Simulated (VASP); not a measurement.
MgS, 4 atoms in the cell. It takes space group P6_3/mmc (No. 194, hexagonal). Conventional cell: a = 4.319 Å, b = 4.319 Å, c = 5.320 Å, α = 90.00°, β = 90.00°, γ = 120.00°. Within 3.3 Å of Mg (site symmetry -6m2) lie 5 S at 2.49 to 2.66 Å. Within 3.3 Å of S (site symmetry -6m2) lie 5 Mg at 2.49 to 2.66 Å. 

```yaml
Program: VASP 6.6.1
Task: single point
Functional: PBE
Potentials_or_basis: VASP PAW PBE potentials, release 64 (Mg, S)
Cutoff: 520 eV
k_mesh: 6 × 6 × 4
Occupations: fermi-dirac, width 0.02 eV
Spin: no spin polarisation
Dipole_correction: no
Further_INCAR_settings: ALGO = Normal; EDIFF = 1e-06; NBANDS = 16
```

Potentials or basis: VASP PAW PBE potentials, release 64 (Mg, S).

Run with:

```sh
$ cat potpaw_PBE.64/Mg/POTCAR potpaw_PBE.64/S/POTCAR > POTCAR
$ mpirun -np 1 vasp_std > vasp.out
```

Hardware: 1 thread of Intel(R) Xeon(R) 6975P-C (Granite Rapids), on a shared host.

Question: Estimate the wall time of this run.

Answer: Wall time 12 s on 1 thread of Intel(R) Xeon(R) 6975P-C (Granite Rapids), with other jobs on the host, peak memory 0.19 GiB. Counts: scf iterations 14, k points 21.
